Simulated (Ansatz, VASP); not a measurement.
**Ti in VASP and in Ansatz**

File POSCAR:

```
Ti
1.0
    0.0000000000      2.0300000000      2.3345000000
    2.0300000000      0.0000000000      2.3345000000
    2.0300000000      2.0300000000      0.0000000000
Ti
1
Direct
    0.0000000000      0.0000000000      0.0000000000
```

INCAR.step1

```
SYSTEM = Ti
PREC = Accurate
ENCUT = 520
ISMEAR = 0
SIGMA = 0.15
LREAL = .False.
LASPH = .True.
NELM = 80
NBANDS = 12
GGA = PE
ALGO = Normal
EDIFF = 1E-4
LWAVE = .True.
LCHARG = .False.
```

File INCAR.step2:

```
SYSTEM = Ti
PREC = Accurate
ENCUT = 520
EDIFF = 1E-6
ISMEAR = 0
SIGMA = 0.15
LREAL = .False.
LASPH = .True.
NELM = 80
ALGO = Normal
ISIF = 2
LWAVE = .False.
LCHARG = .False.
METAGGA = R2SCAN
LMIXTAU = .True.
NBANDS = 12
ISTART = 1
```

Contents of KPOINTS:

```
regular mesh
0
Gamma
  20 20 20
  0 0 0
```

Input for Ansatz:

```yaml
crystal:
  lattice:
    - [0.0, 2.03, 2.3345]
    - [2.03, 0.0, 2.3345]
    - [2.03, 2.03, 0.0]
  atoms:
    - { symbol: Ti, position: [0.0, 0.0, 0.0] }
basis:
  ecutwfc: 500
kpoints:
  mp_grid: { grid: [20, 20, 20] }
hamiltonian:
  xc: r2scan
scf:
  occupations: { method: gaussian, width: 0.15 }
output:
  forces: true
  stress: true
  eigenvalues: true
```

Change from the starting cell: strain +0.1500 x Voigt [0, 0, 1, 0, 0, 0], atoms carried along.

Alike in both runs: task single point; functional r2SCAN; k mesh 20 × 20 × 20; occupations gaussian, width 0.15 eV; no spin polarisation.

|  | VASP | Ansatz |
| --- | --- | --- |
| version | VASP 6.6.1 | Ansatz 0.2.0 |
| potentials or method | VASP PAW PBE potentials, release 64 (Ti_sv), cutoff 520 eV | scalar-relativistic, plane waves, PAW |
| valence electrons in the cell | 12 | 12 |

Ansatz gave:

- gap on the k mesh at the Fermi level (eV): none
- pressure (GPa): -10.0
- traceless stress, the component that is largest in VASP (GPa): -3.45

**Question.** Estimate VASP's values.

**Answer.** gap on the k mesh at the Fermi level (eV): none; pressure (GPa): -9.8; traceless stress, the component that is largest in VASP (GPa): -3.46.

VASP's potentials were made for PBE, not for r2SCAN. A gap of «none» marks a metal or a gap that the smearing closes.
